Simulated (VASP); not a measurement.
# Mg (P6_3/mmc) in VASP: further runs, part 2 of 2

VASP 6.6.1. The steps go on from the part before.

**3. Single point, PBEsol+D3(BJ)**

This run uses another cell than the first one, of 23.70 Å³/atom, 1.020 times its volume.

Input file INCAR:

```
SYSTEM = Mg
PREC = Accurate ; ENCUT = 520
EDIFF = 1E-6 ; ISMEAR = -1
SIGMA = 0.05 ; LREAL = .FALSE.
LASPH = .TRUE. ; NELM = 80
ALGO = Normal ; ISIF = 2
LWAVE = .FALSE. ; LCHARG = .TRUE.
GGA = PS ; IVDW = 12
LELF = .TRUE. ; LVHAR = .TRUE.
NBANDS = 9
```

Input file KPOINTS:

```
regular mesh
0
G
  10 10 5
  0 0 0
```

Input file POSCAR:

```
Mg
1.0
    3.2305542618      0.0000000000      0.0000000000
   -1.6152771309      2.7977420591      0.0000000000
    0.0000000000      0.0000000000      5.2448063036
Mg
2
Direct
    0.6666666667      0.3333333333      0.7500000000
    0.3333333333      0.6666666667      0.2500000000
```

Potentials or basis: VASP PAW PBE potentials, release 64 (Mg).

Started as:

```sh
cat potpaw_PBE.64/Mg/POTCAR > POTCAR
mpirun -np 1 vasp_std > vasp.out
```

OUTCAR:

```text
SYSTEM = Mg
   PREC = Accurate
   ENCUT = 520
   EDIFF = 1E-6
   ISMEAR = -1
   LREAL = .FALSE.
   LASPH = .TRUE.
   NELM = 80
   ISIF = 2
   GGA = PS
   IVDW = 12
 IVDW          = 12

 ion  position               nearest neighbor table
   1  0.667  0.333  0.750-   2 3.22   2 3.22   2 3.22   2 3.22   2 3.22   2 3.22
   2  0.333  0.667  0.250-   1 3.22   1 3.22   1 3.22   1 3.22   1 3.22   1 3.22

  LATTYP: Found a hexagonal cell.
 ALAT       =     3.2305542618
 C/A-ratio  =     1.6235004518

  Lattice vectors:

 A1 = (   3.2305542618,   0.0000000000,   0.0000000000)
 A2 = (  -1.6152771309,   2.7977420591,   0.0000000000)
 A3 = (   0.0000000000,   0.0000000000,   5.2448063036)

Analysis of symmetry for initial positions (statically):
=====================================================================
 Subroutine PRICEL returns:
 Original cell was already a primitive cell.

 Routine SETGRP: Setting up the symmetry group for a
 hexagonal supercell.

 Subroutine GETGRP returns: Found 24 space group operations
 (whereof 12 operations were pure point group operations)
 out of a pool of 24 trial point group operations.

The static configuration has the point symmetry D_3d.
[... 171 lines left out ...]
      1      -4.3639      2.00000
      2       0.7962      2.00000
      3       1.1885      2.00000
      4      13.1704      0.00000
      5      13.1704      0.00000
      6      13.2240      0.00000
      7      13.2240      0.00000
      8      14.0644      0.00000
      9      15.5729      0.00000
[... 265 lines left out ...]
 k-point    24 :       0.4000    0.1000    0.2000
  band No.  band energies     occupation
      1      -0.1905      2.00000
      2       1.5908      2.00000
      3       3.0158      0.00003
      4       4.7298      0.00000
      5       6.6568      0.00000
      6       7.5960      0.00000
      7       9.0585      0.00000
      8      10.3311      0.00000
      9      12.7355      0.00000

 [... further k-points ...]

------------------------ aborting loop because EDIFF is reached ----------------------------------------

 Edisp (eV)   -0.50551

 E8    (eV) :    -0.3350

  FORCE on cell =-STRESS in cart. coord.  units (eV):
  Direction    XX          YY          ZZ          XY          YZ          ZX
  --------------------------------------------------------------------------------------
  -------------------------------------------------------------------------------------
  Total      -1.15681    -1.15681    -0.80634     0.00000     0.00000     0.00000
  in kB     -39.09847   -39.09847   -27.25299     0.00000     0.00000     0.00000
  external pressure =      -35.15 kB  Pullay stress =        0.00 kB

 VOLUME and BASIS-vectors are now :
 -----------------------------------------------------------------------------
  energy-cutoff  :      520.00
  volume of cell :       47.40
      direct lattice vectors                 reciprocal lattice vectors
     3.230554262  0.000000000  0.000000000     0.309544406  0.178715546  0.000000000
    -1.615277131  2.797742059  0.000000000     0.000000000  0.357431092  0.000000000
     0.000000000  0.000000000  5.244806304     0.000000000  0.000000000  0.190664811

 POSITION                                       TOTAL-FORCE (eV/Angst)
 -----------------------------------------------------------------------------------
      1.61528      0.93258      3.93360         0.000000     -0.000000      0.000000
     -0.00000      1.86516      1.31120        -0.000000      0.000000      0.000000
 -----------------------------------------------------------------------------------
    total drift:                                0.000000     -0.000000      0.000000

  FREE ENERGIE OF THE ION-ELECTRON SYSTEM (eV)
  ---------------------------------------------------
  free  energy   TOTEN  =        -3.9342014806 eV

  energy  without entropy=       -3.9221508113  energy(sigma->0) =       -3.92817615
```

stdout:

```text
POSCAR found type information on POSCAR Mg
 POSCAR found :  1 types and       2 ions
 scaLAPACK will be used
 -----------------------------------------------------------------------------
|                                                                             |
|                                                                             |
|     You enforced a specific xc type in the INCAR file but a different       |
|     I HOPE YOU KNOW WHAT YOU ARE DOING!                                     |
|                                                                             |
 -----------------------------------------------------------------------------

 LDA part: xc-table for (Slater+PW92), standard interpolation
 POSCAR, INCAR and KPOINTS ok, starting setup
 FFT: planning ... GRIDC
 FFT: planning ... GRID_SOFT
 FFT: planning ... GRID
 WAVECAR not read
 entering main loop
```

Wall time 16 s (1 thread of Intel Xeon Platinum 8375C at 2.90GHz (Ice Lake), shared host); peak memory 0.16 GiB.

Results:

| Quantity | Value |
| --- | --- |
| Free energy | -3.9342 eV |
| Pressure | -3.5 GPa |
| Band gap on the k mesh | zero (band 2 reaches 3.09 eV, above the bottom of band 3 at 1.19 eV) |
| Dispersion energy per atom | -0.253 eV |

Stress tensor (GPa, compression positive):
```
-3.91  0.00  0.00
 0.00 -3.91  0.00
 0.00  0.00 -2.73
```

Caveat: the PAW data sets were made with another functional, which shifts forces and pressure a little; pairwise dispersion overbinds metals, which lowers pressure and volume.
